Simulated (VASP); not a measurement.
Crystal: LaTlO2.

```xyz
4
Lattice="3.7807 0.0000 0.0000 0.0000 3.7807 0.0000 0.0000 0.0000 5.0309" Properties=species:S:1:pos:R:3 pbc="T T T"
Tl    0.0000    0.0000    0.0000
O     0.0000    0.0000    2.5154
O     1.8904    1.8904    0.0000
La    1.8904    1.8904    2.5154
```

Base run:

```yaml
Program: VASP 6.6.1
Functional: PBE
Potentials_or_basis: VASP PAW PBE potentials, release 64 (Tl_d, O, La)
Cutoff: 520 eV
k_mesh: 8 × 8 × 6
Occupations: fermi-dirac, width 0.02 eV
Spin: no spin polarisation
```

Its results: band gap on the k mesh zero (bands 18 and 19 overlap by 1.21 eV); pressure 1.4 GPa.

The run is repeated on the same cell with these changes: functional from PBE to r2SCAN. What comes out?

Band gap on the k mesh zero (bands 18 and 19 overlap by 1.27 eV); pressure -0.4 GPa.

Caveats: spin-orbit coupling is left out, which moves the levels of the heavy elements; the PAW data sets were made with another functional, which shifts forces and pressure a little (at least some runs).
